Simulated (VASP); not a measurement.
# ZnCu (P1) in VASP: single point with PBE

Aim: the single point of ZnCu with PBE.

Everything below comes from runs of VASP 6.6.1. Logs are shortened: lines on timing, memory, paths and dates and some standing lists are left out, and cuts for length are marked.

### 1 The cell of the first run

The typed cell holds 2 atoms: a = 3.080 Å, b = 3.004 Å, c = 3.105 Å, α = 90.83°, β = 90.12°, γ = 88.03°.

### 2 Single point, PBE (atoms moved at random and the cell strained at random)

The input, INCAR:

```
ALGO = Fast
EDIFF = 1E-6
ENCUT = 520
GGA = PE
ISIF = 2
ISMEAR = 0
LASPH = T
LCHARG = T
LELF = T
LREAL = F
LVHAR = T
LWAVE = F
NBANDS = 18
NELM = 100
PREC = Accurate
SIGMA = 0.1
```

The input, KPOINTS:

```
k-points
0
Gamma
  12 12 12
```

The input, POSCAR:

```
ZnCu
1.0
    3.0793214500      0.0523621000     -0.0031806000
    0.0523621000      3.0039294500     -0.0219697000
   -0.0031806000     -0.0219697000      3.1052669000
Zn Cu
1 1
Direct
    0.4744006791      0.4357996604      0.4507096774
    0.0255993209      0.0642003396      0.0492903226
```

Potentials or basis: VASP PAW PBE potentials, release 64 (Zn, Cu).

Run with:

```console
$ cat potpaw_PBE.64/Zn/POTCAR potpaw_PBE.64/Cu/POTCAR > POTCAR
$ mpirun -np 1 vasp_std > vasp.out
```

OUTCAR:

```text
EDIFF = 1E-6
   ENCUT = 520
   GGA = PE
   ISIF = 2
   ISMEAR = 0
   LASPH = T
   LREAL = F
   NELM = 100
   PREC = Accurate

 ion  position               nearest neighbor table
   1  0.474  0.436  0.451-   2 2.18   2 2.35   2 2.61   2 2.63   2 2.74   2 2.88
   2  0.026  0.064  0.049-   1 2.18   1 2.35   1 2.61   1 2.63   1 2.74   1 2.88

  LATTYP: Found a triclinic cell.
 ALAT       =     3.0044661086
 B/A-ratio  =     1.0250634032
 C/A-ratio  =     1.0335767265
 COS(alpha) =     0.0021770841
 COS(beta)  =     0.0144035461
 COS(gamma) =     0.0344320356

  Lattice vectors:

 A1 = (   0.0523621000,   3.0039294500,  -0.0219697000)
 A2 = (   3.0793214500,   0.0523621000,  -0.0031806000)
 A3 = (   0.0031806000,   0.0219697000,  -3.1052669000)

Analysis of symmetry for initial positions (statically):
=====================================================================
 Subroutine PRICEL returns:
 Original cell was already a primitive cell.

 Routine SETGRP: Setting up the symmetry group for a
 triclinic supercell.

 Subroutine GETGRP returns: Found  1 space group operations
 (whereof  1 operations were pure point group operations)
 out of a pool of  2 trial point group operations.

The static configuration has the point symmetry C_1 .

Analysis of symmetry for dynamics (positions and initial velocities):
=====================================================================
 Subroutine PRICEL returns:
 Original cell was already a primitive cell.

 Routine SETGRP: Setting up the symmetry group for a
 triclinic supercell.

 Subroutine GETGRP returns: Found  1 space group operations
 (whereof  1 operations were pure point group operations)
 out of a pool of  2 trial point group operations.

The dynamic configuration has the point symmetry C_1 .

 Subroutine INISYM returns: Found  1 space group operations
 (whereof  1 operations are pure point group operations),
 and found     1 'primitive' translations

----------------------------------------------------------------------------------------

                                     Primitive cell

  volume of cell :      28.7139

  direct lattice vectors                    reciprocal lattice vectors
     3.079321450  0.052362100 -0.003180600     0.324843421 -0.005660271  0.000292678
     0.052362100  3.003929450 -0.021969700    -0.005660271  0.333013153  0.002350264
    -0.003180600 -0.021969700  3.105266900     0.000292678  0.002350264  0.322050438
[... 76 lines left out ...]
   ISTART =      0    job   : 0-new  1-cont  2-samecut
   ICHARG =      2    charge: 1-file 2-atom 10-const
   ISPIN  =      1    spin polarized calculation?
   LNONCOLLINEAR =      F non collinear calculations
   LSORBIT =      F    spin-orbit coupling
   LASPH  =      T    aspherical Exc in radial PAW
   ENCUT  =  520.0 eV  38.22 Ry    6.18 a.u.   5.73  5.59  5.77*2*pi/ulx,y,z
   NELM   =    100;   NELMIN=  2; NELMDL= -5     # of ELM steps
   EDIFF  = 0.1E-05   stopping-criterion for ELM
   LREAL  =      F    real-space projection
   EDIFFG = 0.1E-04   stopping-criterion for IOM
   NSW    =      0    number of steps for IOM
   IBRION =     -1    ionic relax: 0-MD 1-quasi-New 2-CG
   NFREE  =      0    steps in history (QN), initial steepest desc. (CG)
   ISIF   =      2    stress and relaxation
   ISYM   =      2    0-nonsym 1-usesym 2-fastsym
   POTIM  = 0.5000    time-step for ionic-motion
   TEBEG  =    0.0;   TEEND  =   0.0 temperature during run
   PSTRESS=    0.0 pullay stress
   NELECT =      23.0000    total number of electrons
   NUPDOWN=      -1.0000    fix difference up-down
   EMIN   =  10.00;   EMAX   =-10.00  energy-range for DOS
   EFERMI =   0.00;   METHOD = LEGACY
   ISMEAR =     0;   SIGMA  =   0.10  broadening in eV -4-tet -1-fermi 0-gaus
   EFERMI_NEDOS =   21; number of points for ismear=-14 and -15
   IALGO  =     68    algorithm
   IMIX   =      4    mixing-type and parameters
     AMIX     =   0.40;   BMIX     =  1.00
     AMIX_MAG =   1.60;   BMIX_MAG =  1.00
  volume/ion in A,a.u.               =      14.36        96.89
  Fermi-wavevector in a.u.,A,eV,Ry     =   1.520384  2.873110 31.450802  2.311569
  Thomas-Fermi vector in A             =   2.629242
   LORBIT       =      0    0 simple, 1 ext, 2 COOP (PROOUT), +10 PAW based schemes
   GGA     = PE    functional components
   LHFCALC =     F    Hartree Fock is set to
   AEXX    =    0.0000 exact exchange contribution
   IVDW    =     0    specifies the selected vdW correction
   LEPSILON=     F    determine dielectric tensor
   LRPA    =     F    only Hartree local field effects (RPA)
 non-spin polarized calculation
 RMM-DIIS sequential band-by-band and
 Gauss-broadening in eV      SIGMA  =   0.10
  energy-cutoff  :      520.00
  volume of cell :       28.71
 maximum number of plane-waves:       786
   NGX = 11   NGY = 11   NGZ = 11

 number of electron      23.0000019 magnetization

 Free energy of the ion-electron system (eV)
  ---------------------------------------------------
  ext. energy  EPLUGINS =         0.00000000
  ---------------------------------------------------
  free energy    TOTEN  =        -4.43502374 eV

  energy without entropy =       -4.43181677  energy(sigma->0) =       -4.43342026

 E-fermi :   4.4906     XC(G=0): -11.6958

 val. band max:        4.4868766644   @ k =   0.3333   0.4167   0.5000
 cond. band min:       4.4946267448   @ k =  -0.3333   0.0000   0.3333
 fundamental gap:      0.0077500804
 Fermi energy:         4.4905509480

 k-point     1 :       0.0000    0.0000    0.0000
  band No.  band energies     occupation
      1      -5.0090      2.00000
      2      -3.1807      2.00000
      3      -3.1191      2.00000
      4      -2.7735      2.00000
      5      -2.5707      2.00000
      6      -2.5237      2.00000
[... 481 lines left out ...]
      5      -2.6328      2.00000
      6      -2.3667      2.00000
[... 10 lines left out ...]
     17      19.6440      0.00000
     18      20.2873      0.00000

 [... further k-points ...]
[... 5 lines left out ...]
  --------------------------------------------------------------------------------------
  -------------------------------------------------------------------------------------
  Total        1.2233214      0.0158173      0.3764074      0.6462116      1.6301033      0.8897124
  in kB       68.2588631      0.8825719     21.0027741     36.0573032     90.9564712     49.6441564
  external PRESSURE =      30.0480697 kB  Pullay stress =       0.0000000 kB

 VOLUME and BASIS-vectors are now :
 -----------------------------------------------------------------------------
  energy-cutoff  :      520.00
  volume of cell :       28.71
      direct lattice vectors                 reciprocal lattice vectors
     3.079321450  0.052362100 -0.003180600     0.324843421 -0.005660271  0.000292678
     0.052362100  3.003929450 -0.021969700    -0.005660271  0.333013153  0.002350264
    -0.003180600 -0.021969700  3.105266900     0.000292678  0.002350264  0.322050438

 POSITION                                       TOTAL-FORCE (eV/Angst)
 -----------------------------------------------------------------------------------
      1.48222      1.32405      1.38849         0.912908      1.639718      1.695568
      0.08203      0.19311      0.15157        -0.912908     -1.639718     -1.695568
 -----------------------------------------------------------------------------------
    total drift:                               -0.001000     -0.001525     -0.002245

  FREE ENERGIE OF THE ION-ELECTRON SYSTEM (eV)
  ---------------------------------------------------
  free  energy   TOTEN  =        -4.4350237425 eV

  energy  without entropy=       -4.4318167744  energy(sigma->0) =       -4.43342026
```

OSZICAR:

```text
N       E                     dE             d eps       ncg     rms          rms(c)
DAV:   1     0.116672951848E+03    0.11667E+03   -0.10458E+04 32288   0.201E+03
DAV:   2    -0.473224517928E+00   -0.11715E+03   -0.11242E+03 31392   0.299E+02
DAV:   3    -0.534793789464E+01   -0.48747E+01   -0.48388E+01 35786   0.759E+01
DAV:   4    -0.538831142522E+01   -0.40374E-01   -0.40360E-01 35642   0.637E+00
DAV:   5    -0.538891941593E+01   -0.60799E-03   -0.60798E-03 35098   0.812E-01    0.900E+00
RMM:   6    -0.533762633461E+01    0.51293E-01   -0.83174E+00 36031   0.453E+01    0.639E+00
RMM:   7    -0.444428968063E+01    0.89334E+00   -0.21883E+00 35109   0.229E+01    0.222E+00
RMM:   8    -0.443811175876E+01    0.61779E-02   -0.31841E-02 37572   0.256E+00    0.952E-01
RMM:   9    -0.443553493750E+01    0.25768E-02   -0.17110E-02 38994   0.146E+00    0.194E-01
RMM:  10    -0.443507466147E+01    0.46028E-03   -0.49327E-03 37817   0.994E-01    0.100E-01
RMM:  11    -0.443502221883E+01    0.52443E-04   -0.10610E-03 38818   0.529E-01    0.576E-02
RMM:  12    -0.443501298052E+01    0.92383E-05   -0.39690E-04 40939   0.234E-01    0.219E-02
RMM:  13    -0.443502199156E+01   -0.90110E-05   -0.12695E-04 39304   0.131E-01    0.145E-02
RMM:  14    -0.443502298511E+01   -0.99355E-06   -0.41666E-05 37254   0.569E-02    0.277E-03
RMM:  15    -0.443502374247E+01   -0.75736E-06   -0.63921E-06 34403   0.200E-02
   1 F= -.44350237E+01 E0= -.44334203E+01  d E =-.320697E-02
```

stdout:

```text
POSCAR found type information on POSCAR ZnCu
 POSCAR found :  2 types and       2 ions
 scaLAPACK will be used
 LDA part: xc-table for (Slater+PW92), standard interpolation
 POSCAR, INCAR and KPOINTS ok, starting setup
 FFT: planning ... GRIDC
 FFT: planning ... GRID_SOFT
 FFT: planning ... GRID
 WAVECAR not read
 entering main loop
```

Wall time 10 min (1 thread of Oxide Virtual Turin-like, shared host); peak memory 0.5 GiB.

What came out:

```
Free energy            : -4.4350 eV
Pressure               : 3.0 GPa
Largest force          : 2.529 eV/Å
Band gap on the k mesh : zero (an odd number of electrons rules out a gap without spin polarisation)
```

Forces in eV/Å, atoms in the order of the input:
```
Zn   0.913  1.640  1.696
Cu  -0.913 -1.640 -1.696
```

Caveat: the cell differs from its parent crystal (atoms moved at random and the cell strained at random); the stress differs along the axes, from 0 to 7 GPa; forces of over 1 eV/Å act on the atoms, so gaps and moduli don't describe the material at rest.
